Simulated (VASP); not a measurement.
**Sr3Ta2O: single point with PBE**

The system is Sr3Ta2O.

```
Sr Ta O
1.0
     5.62166    0.00000    0.00000
    -2.81083    4.86850    0.00000
     0.00000    0.00000    5.83977
Sr Ta O
3 2 1
Direct
  0.00000 0.00000 0.50000
  0.33333 0.66667 0.00000
  0.33333 0.66667 0.50000
  0.66667 0.33333 0.29465
  0.66667 0.33333 0.70535
  0.00000 0.00000 0.00000
```

The cell was generated, and may not be a known phase.

```yaml
Program: VASP 6.6.1
Task: single point
Functional: PBE
Potentials_or_basis: VASP PAW PBE potentials, release 64 (Sr_sv, Ta_pv, O)
Cutoff: 520 eV
k_mesh: 12 × 12 × 6
Occupations: gaussian, width 0.1 eV
Spin: no spin polarisation
Dipole_correction: no
Further_INCAR_settings: ALGO = Fast; EDIFF = 1e-07; NBANDS = 38
```

```
Pressure               : 0.2 GPa
Largest force          : 0.058 eV/Å
Band gap on the k mesh : zero (bands 29 and 30 overlap by 0.33 eV)
```

Forces in eV/Å, atoms in the order of the input:
```
Sr   0.000  0.000  0.000
Sr   0.000  0.000  0.000
Sr   0.000  0.000  0.000
Ta   0.000  0.000 -0.058
Ta   0.000  0.000  0.058
O    0.000  0.000  0.000
```

Stress tensor (GPa, compression positive):
```
0.07 0.00 0.00
0.00 0.07 0.00
0.00 0.00 0.35
```

Levels at points of the mesh, in eV from the Fermi level:
```csv
k point,band 27,band 28,band 29,band 30,band 31,band 32
"(0.00, 0.00, 0.00)",-0.56,-0.56,0.16,0.16,0.42,0.57
"(0.50, 0.00, 0.00)",-0.94,-0.92,-0.38,-0.12,-0.08,1.37
"(0.00, 0.00, 0.50)",-0.15,-0.15,0.10,0.15,0.15,1.20
"(0.50, 0.00, 0.50)",-0.71,-0.04,0.12,0.36,0.56,0.68
```

Run time: 17 min on 1 thread of Oxide Virtual Turin-like Processor, with other jobs on the host, peak memory 0.53 GiB.

Caveat: spin-orbit coupling is left out, which moves the levels of the heavy elements.
